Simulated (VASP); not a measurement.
Set up this calculation in VASP 6.6.1, as the native input.

| Item | Value |
| --- | --- |
| Task | single point |
| Functional | PBE |
| Dispersion | D4 |
| Potentials or basis | VASP PAW PBE potentials, release 64 (V_sv, N) |
| Cutoff | 600 eV |
| k mesh | 10 × 10 × 10 |
| Occupations | gaussian, width 0.05 eV |
| Spin | collinear spin, ferromagnetic start |
| Starting moments | [0.05, 0.0] μB |
| Dipole correction | no |
| Further INCAR settings | ALGO = Normal; EDIFF = 1e-06; NBANDS = 20 |

The structure of VN lies in POSCAR:

```
VN
1.0
    0.0000000000      2.0262946642      2.0262946642
    2.0262946642      0.0000000000      2.0262946642
    2.0262946642      2.0262946642      0.0000000000
V N
1 1
Direct
    0.0000000000      0.0000000000      0.0000000000
    0.5000000000      0.5000000000      0.5000000000
```

This cell differs from its parent crystal: volume scaled by 0.98.

The input as run:

INCAR

```
PREC = Accurate
ENCUT = 600
EDIFF = 1E-6
ISMEAR = 0
SIGMA = 0.05
LREAL = False
LASPH = True
NELM = 200
ALGO = Normal
ISIF = 2
LWAVE = False
LCHARG = False
ISPIN = 2
MAGMOM = 0.05 0
LORBIT = 11
LMAXMIX = 4
GGA = PE
IVDW = 13
NBANDS = 20
GGA_COMPAT = False
```

KPOINTS

```
Automatic mesh
0
Gamma
  10 10 10
```

Potentials or basis: VASP PAW PBE potentials, release 64 (V_sv, N).

The run is started by

```bash
$ cat potpaw_PBE.64/V_sv/POTCAR potpaw_PBE.64/N/POTCAR > POTCAR
$ mpirun -np 1 vasp_std > vasp.out
```

Results of the run:

```yaml
Pressure: 7.8 GPa
Band_gap_on_the_k_mesh: zero (filled and empty bands overlap)
Net_moment: 0.00 μB per cell
Valence_electrons_inside_the_program's_atomic_spheres: V 11.79; N 3.79
Dispersion_energy_per_atom: -0.393 eV
```

Caveat: pairwise dispersion overbinds metals, which lowers pressure and volume.

Wall time 24 s on 1 thread of Intel Xeon 6975P-C (shared host), peak memory 0.17 GiB.
